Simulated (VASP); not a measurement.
Wanted: the native input for a VASP 6.6.1 run.

```yaml
Task: single point
Functional: PBE
Potentials_or_basis: VASP PAW PBE potentials, release 64 (Ge_d)
Cutoff: 520 eV
k_mesh: 12 × 12 × 1
Occupations: gaussian, width 0.1 eV
Spin: no spin polarisation
Dipole_correction: yes
Further_INCAR_settings: ALGO = Normal; EDIFF = 1e-07; NBANDS = 21
```

The structure of Ge lies in POSCAR:

```
Ge
1.0
    4.0510000000      0.0000000000      0.0000000000
   -2.0255000000      3.5082689107      0.0000000000
    0.0000000000      0.0000000000     28.0000000000
Ge
2
Direct
    0.3333333333      0.6666666667      0.5077857143
    0.6666666667      0.3333333333      0.4922142857
```

One way to write it, as run:

INCAR

```
  PREC = Accurate
  ENCUT = 520
  EDIFF = 1E-7
  ISMEAR = 0
  SIGMA = 0.1
  LREAL = F
  LASPH = T
  NELM = 60
  ALGO = Normal
  ISIF = 2
  LWAVE = F
  LCHARG = F
  LDIPOL = T
  IDIPOL = 3
  DIPOL = 0.5 0.5 0.500
  GGA = PE
  NBANDS = 21
```

KPOINTS

```
regular mesh
0
Gamma
  12 12 1
```

Potentials or basis: VASP PAW PBE potentials, release 64 (Ge_d).

Run with:

```sh
$ cat potpaw_PBE.64/Ge_d/POTCAR > POTCAR
$ mpirun -np 1 vasp_std > vasp.out
```

It gave:

| Property | Result |
| --- | --- |
| Largest force | 0.556 eV/Å |
| Band gap on the k mesh | zero (bands 14 and 15 overlap by 0.42 eV) |

Run time: 2.6 min on 1 thread of Intel(R) Xeon(R) 6975P-C (Granite Rapids) (shared host), peak memory 0.51 GiB.
